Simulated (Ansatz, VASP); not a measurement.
# One calculation of C, two programs

```
C
1.0
     1.22803    0.70900    3.34701
    -1.22803    0.70900    3.34701
     0.00000   -1.41801    3.34701
C
2
Direct
  0.77552 0.86552 0.86552
  0.22448 0.13448 0.13448
```

Change from the starting cell: shortest bond scaled by 0.82, LAPW.

Alike in both runs: task single point; functional PBE; k mesh 14 × 14 × 14; occupations fermi-dirac, width 0.05 eV; no spin polarisation.

|  | VASP | Ansatz |
| --- | --- | --- |
| version | VASP 6.6.1 | Ansatz 0.2.0 |
| potentials or method | VASP PAW PBE potentials, release 64 (C), cutoff 520 eV | all-electron LAPW, scalar-relativistic |

```tsv
	VASP	Ansatz	Ansatz less VASP
pressure (GPa)	44.0	43.4	-0.64
traceless stress, the component that is largest in VASP (GPa)	51.31	50.36	-0.951
rms of the force components (eV/Å)	11.498	11.401	-0.0963
```

Atom by atom the forces differ by 0.096 eV/Å (rms over components). Both programs put the cell under a high pressure, so it lies far from rest at this level. Ansatz ran all-electron here, and VASP with PAW potentials.
